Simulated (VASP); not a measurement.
# NbAs (rocksalt type) (Fm-3m) in VASP: notebook

NbAs (rocksalt type) is run at these levels: PBE; tasks: electric field gradients.

All numbers are computed with VASP 6.6.1; they aren't measurements. Logs are shortened: lines on timing, memory, paths and dates and some standing lists are left out, and cuts for length are marked.

## Step 1: The cell of the first run

Symmetry: Fm-3m, No. 225, cubic system. The conventional cell has a = 5.168 Å, b = 5.168 Å, c = 5.168 Å, α = 90.00°, β = 90.00°, γ = 90.00°. Nb (site symmetry m-3m) has 6 As at 2.58 Å within 3.4 Å. Within 3.4 Å of As (site symmetry m-3m) lie 6 Nb at 2.58 Å.

## Step 2: Electric field gradients, PBE (volume scaled by 0.9405)

INCAR reads:

```
ALGO = Normal
EDIFF = 1E-8
ENCUT = 520
GGA = PE
ISIF = 2
ISMEAR = -1
LASPH = True
LCHARG = False
LEFG = True
LREAL = False
LWAVE = False
NBANDS = 16
NELM = 100
PREC = Accurate
SIGMA = 0.05
```

KPOINTS reads:

```
k-points
0
Gamma
  11 11 11
```

POSCAR reads:

```
NbAs
1.0
    0.0000000000      2.5842153857      2.5842153857
    2.5842153857      0.0000000000      2.5842153857
    2.5842153857      2.5842153857      0.0000000000
Nb As
1 1
Direct
    0.0000000000      0.0000000000      0.0000000000
    0.5000000000      0.5000000000      0.5000000000
```

Potentials or basis: VASP PAW PBE potentials, release 64 (Nb_sv, As).

On the command line:

```bash
$ cat potpaw_PBE.64/Nb_sv/POTCAR potpaw_PBE.64/As/POTCAR > POTCAR
$ mpirun -np 1 vasp_std > vasp.out
```

OUTCAR:

```text
EDIFF = 1E-8
   ENCUT = 520
   GGA = PE
   ISIF = 2
   ISMEAR = -1
   LASPH = True
   LREAL = False
   NELM = 100
   PREC = Accurate

 ion  position               nearest neighbor table
   1  0.000  0.000  0.000-   2 2.58   2 2.58   2 2.58   2 2.58   2 2.58   2 2.58
   2  0.500  0.500  0.500-   1 2.58   1 2.58   1 2.58   1 2.58   1 2.58   1 2.58

  LATTYP: Found a face centered cubic cell.
 ALAT       =     5.1684307714

  Lattice vectors:

 A1 = (   0.0000000000,   2.5842153857,   2.5842153857)
 A2 = (   2.5842153857,   0.0000000000,   2.5842153857)
 A3 = (   2.5842153857,   2.5842153857,   0.0000000000)

Analysis of symmetry for initial positions (statically):
=====================================================================
 Subroutine PRICEL returns:
 Original cell was already a primitive cell.

 Routine SETGRP: Setting up the symmetry group for a
 face centered cubic supercell.

 Subroutine GETGRP returns: Found 48 space group operations
 (whereof 48 operations were pure point group operations)
 out of a pool of 48 trial point group operations.

The static configuration has the point symmetry O_h .

Analysis of symmetry for dynamics (positions and initial velocities):
=====================================================================
 Subroutine PRICEL returns:
 Original cell was already a primitive cell.

 Routine SETGRP: Setting up the symmetry group for a
 face centered cubic supercell.

 Subroutine GETGRP returns: Found 48 space group operations
 (whereof 48 operations were pure point group operations)
 out of a pool of 48 trial point group operations.

The dynamic configuration has the point symmetry O_h .

 Subroutine INISYM returns: Found 48 space group operations
 (whereof 48 operations are pure point group operations),
 and found     1 'primitive' translations

----------------------------------------------------------------------------------------

                                     Primitive cell

  volume of cell :      34.5157

  direct lattice vectors                    reciprocal lattice vectors
     0.000000000  2.584215386  2.584215386    -0.193482325  0.193482325  0.193482325
     2.584215386  0.000000000  2.584215386     0.193482325 -0.193482325  0.193482325
     2.584215386  2.584215386  0.000000000     0.193482325  0.193482325 -0.193482325

  length of vectors
     3.654632447  3.654632447  3.654632447     0.335121217  0.335121217  0.335121217

  position of ions in fractional coordinates (direct lattice)
     0.000000000  0.000000000  0.000000000
     0.500000000  0.500000000  0.500000000

  ion indices of the primitive-cell ions
   primitive index   ion index
                 1           1
                 2           2

----------------------------------------------------------------------------------------

 KPOINTS: k-points

Automatic generation of k-mesh.
 Grid dimensions read from file:
 generate k-points for:   11   11   11

 Generating k-lattice:

  Cartesian coordinates                     Fractional coordinates (reciprocal lattice)
    -0.017589302  0.017589302  0.017589302     0.090909091  0.000000000  0.000000000
     0.017589302 -0.017589302  0.017589302     0.000000000  0.090909091  0.000000000
     0.017589302  0.017589302 -0.017589302     0.000000000  0.000000000  0.090909091

  Length of vectors
     0.030465565  0.030465565  0.030465565

  Shift w.r.t. Gamma in fractional coordinates (k-lattice)
     0.000000000  0.000000000  0.000000000

 Subroutine IBZKPT returns following result:
 ===========================================

 Found     56 irreducible k-points:

 Following reciprocal coordinates:
            Coordinates               Weight
  0.000000  0.000000  0.000000      1.000000
  0.090909  0.000000  0.000000      8.000000
  0.181818  0.000000  0.000000      8.000000
  0.272727  0.000000  0.000000      8.000000
  0.363636  0.000000  0.000000      8.000000
  0.454545  0.000000  0.000000      8.000000
[... 16 lines left out ...]
 -0.272727  0.181818  0.000000     24.000000
 -0.181818  0.181818  0.000000     12.000000
 [... further k-points ...]
   k-points           NKPTS =     56   k-points in BZ     NKDIM =     56   number of bands    NBANDS=     16
   number of dos      NEDOS =    301   number of ions     NIONS =      2
   total plane-waves  NPLWV =  21952
   dimension x,y,z NGX =    28 NGY =   28 NGZ =   28
   dimension x,y,z NGXF=    56 NGYF=   56 NGZF=   56
   ions per type =               1   1
   NGX,Y,Z   is equivalent  to a cutoff of  12.74, 12.74, 12.74 a.u.
   NGXF,Y,Z  is equivalent  to a cutoff of  25.47, 25.47, 25.47 a.u.
 SYSTEM =  unknown system
   PREC   = accura    normal or accurate (medium, high low for compatibility)
   ISTART =      0    job   : 0-new  1-cont  2-samecut
   ICHARG =      2    charge: 1-file 2-atom 10-const
   ISPIN  =      1    spin polarized calculation?
   LNONCOLLINEAR =      F non collinear calculations
   LSORBIT =      F    spin-orbit coupling
   LASPH  =      T    aspherical Exc in radial PAW
   ENCUT  =  520.0 eV  38.22 Ry    6.18 a.u.   6.80  6.80  6.80*2*pi/ulx,y,z
   NELM   =    100;   NELMIN=  2; NELMDL= -5     # of ELM steps
   EDIFF  = 0.1E-07   stopping-criterion for ELM
   LREAL  =      F    real-space projection
   EDIFFG = 0.1E-06   stopping-criterion for IOM
   NSW    =      0    number of steps for IOM
   IBRION =     -1    ionic relax: 0-MD 1-quasi-New 2-CG
   NFREE  =      0    steps in history (QN), initial steepest desc. (CG)
   ISIF   =      2    stress and relaxation
   ISYM   =      2    0-nonsym 1-usesym 2-fastsym
   POTIM  = 0.5000    time-step for ionic-motion
   TEBEG  =    0.0;   TEEND  =   0.0 temperature during run
   PSTRESS=    0.0 pullay stress
   NELECT =      18.0000    total number of electrons
   NUPDOWN=      -1.0000    fix difference up-down
   EMIN   =  10.00;   EMAX   =-10.00  energy-range for DOS
   EFERMI =   0.00;   METHOD = LEGACY
   ISMEAR =    -1;   SIGMA  =   0.05  broadening in eV -4-tet -1-fermi 0-gaus
   EFERMI_NEDOS =   21; number of points for ismear=-14 and -15
   IALGO  =     38    algorithm
   IMIX   =      4    mixing-type and parameters
     AMIX     =   0.40;   BMIX     =  1.00
     AMIX_MAG =   1.60;   BMIX_MAG =  1.00
  volume/ion in A,a.u.               =      17.26       116.46
  Fermi-wavevector in a.u.,A,eV,Ry     =   1.317732  2.490152 23.625382  1.736417
  Thomas-Fermi vector in A             =   2.447752
   LORBIT       =      0    0 simple, 1 ext, 2 COOP (PROOUT), +10 PAW based schemes
   GGA     = PE    functional components
[... 5 lines left out ...]
 non-spin polarized calculation
  energy-cutoff  :      520.00
  volume of cell :       34.52
 maximum number of plane-waves:       950
   NGX = 13   NGY = 13   NGZ = 13

 number of electron      18.0000001 magnetization

 Free energy of the ion-electron system (eV)
  ---------------------------------------------------
  ext. energy  EPLUGINS =         0.00000000
  ---------------------------------------------------
  free energy    TOTEN  =       -15.30093519 eV

  energy without entropy =      -15.28052388  energy(sigma->0) =      -15.29072953

 E-fermi :  10.5559     XC(G=0): -11.8597

 val. band max:       10.5489280512   @ k =  -0.3636   0.3636   0.1818
 cond. band min:      10.5645357399   @ k =   0.3636   0.2727   0.0909
 fundamental gap:      0.0156076887
 Fermi energy:        10.5558960252

 k-point     1 :       0.0000    0.0000    0.0000
  band No.  band energies     occupation
      1     -45.2155      2.00000
      2     -21.2652      2.00000
      3     -21.2652      2.00000
      4     -21.2652      2.00000
      5      -3.3339      2.00000
      6       8.8510      2.00000
[... 8 lines left out ...]
     15      17.9818      0.00000
     16      24.0579      0.00000

 k-point     2 :       0.0909    0.0000    0.0000
  band No.  band energies     occupation
      1     -45.2141      2.00000
      2     -21.2834      2.00000
      3     -21.2665      2.00000
      4     -21.2665      2.00000
      5      -3.1956      2.00000
      6       8.2313      2.00000
[... 8 lines left out ...]
     15      18.2659      0.00000
     16      23.0835      0.00000
[... 387 lines left out ...]
      5      -1.5418      2.00000
      6       4.5046      2.00000
[... 8 lines left out ...]
     15      18.8401      0.00000
     16      19.8926      0.00000

 k-point    24 :      -0.1818    0.1818    0.0000
  band No.  band energies     occupation
      1     -45.2041      2.00000
      2     -21.3854      2.00000
      3     -21.3120      2.00000
      4     -21.2694      2.00000
      5      -2.0671      2.00000
      6       5.3355      2.00000
[... 8 lines left out ...]
     15      18.8717      0.00000
     16      21.0317      0.00000

 [... further k-points ...]
[... 5 lines left out ...]
  --------------------------------------------------------------------------------------
  -------------------------------------------------------------------------------------
  Total        2.1912526      2.1912526      2.1912526     -0.0000000     -0.0000000     -0.0000000
  in kB      101.7154481    101.7154481    101.7154481     -0.0000000     -0.0000000     -0.0000000
  external PRESSURE =     101.7154481 kB  Pullay stress =       0.0000000 kB

 VOLUME and BASIS-vectors are now :
 -----------------------------------------------------------------------------
  energy-cutoff  :      520.00
  volume of cell :       34.52
      direct lattice vectors                 reciprocal lattice vectors
     0.000000000  2.584215386  2.584215386    -0.193482325  0.193482325  0.193482325
     2.584215386  0.000000000  2.584215386     0.193482325 -0.193482325  0.193482325
     2.584215386  2.584215386  0.000000000     0.193482325  0.193482325 -0.193482325

 POSITION                                       TOTAL-FORCE (eV/Angst)
 -----------------------------------------------------------------------------------
      0.00000      0.00000      0.00000         0.000000      0.000000      0.000000
      2.58422      2.58422      2.58422         0.000000      0.000000      0.000000
 -----------------------------------------------------------------------------------
    total drift:                               -0.000000      0.000000      0.000000

  FREE ENERGIE OF THE ION-ELECTRON SYSTEM (eV)
  ---------------------------------------------------
  free  energy   TOTEN  =       -15.3009351861 eV

  energy  without entropy=      -15.2805238829  energy(sigma->0) =      -15.29072953

 Electric field gradients (V/A^2)
---------------------------------------------------------------------
 ion       V_xx      V_yy      V_zz      V_xy      V_xz      V_yz
---------------------------------------------------------------------
   1       0.000     0.000     0.000     0.000     0.000     0.000
   2      -0.000    -0.000    -0.000    -0.000    -0.000    -0.000
---------------------------------------------------------------------

 Electric field gradients after diagonalization (V/A^2)
 (convention: |V_zz| > |V_xx| > |V_yy|)
----------------------------------------------------------------------
 ion       V_xx      V_yy      V_zz     asymmetry (V_yy - V_xx)/ V_zz
----------------------------------------------------------------------
   1      -0.000    -0.000     0.001       0.000
   2       0.000     0.000    -0.000       0.000
----------------------------------------------------------------------

           NMR quadrupolar parameters

 Cq : quadrupolar parameter    Cq=e*Q*V_zz/h
 eta: asymmetry parameters     (V_yy - V_xx)/ V_zz
 Q  : nuclear electric quadrupole moment in mb (millibarn)
----------------------------------------------------------------------
 ion       Cq(MHz)       eta       Q (mb)
----------------------------------------------------------------------
   1       0.000       0.000       1.000
   2      -0.000       0.000       1.000
----------------------------------------------------------------------
```

Wall time 25 s (1 thread of Intel Xeon 6975P-C (Granite Rapids), shared host); peak memory 0.17 GiB.

Results:

* Free energy: -15.3009 eV
* Pressure: 10.2 GPa
* Band gap on the k mesh: zero (band 9 reaches 11.09 eV, above the bottom of band 10 at 9.13 eV)

Levels at points of the mesh, in eV from the Fermi level:
```
           k point  band 7  band 8  band 9  band 10  band 11  band 12
(0.00, 0.00, 0.00)   -1.70   -1.70   -1.03    -1.03    -0.16    -0.16
```

Caveat: without QUAD_EFG the Cq values of the log hold for a quadrupole moment of 1 mb, not for the nuclei.

[end of part 1 of 2]
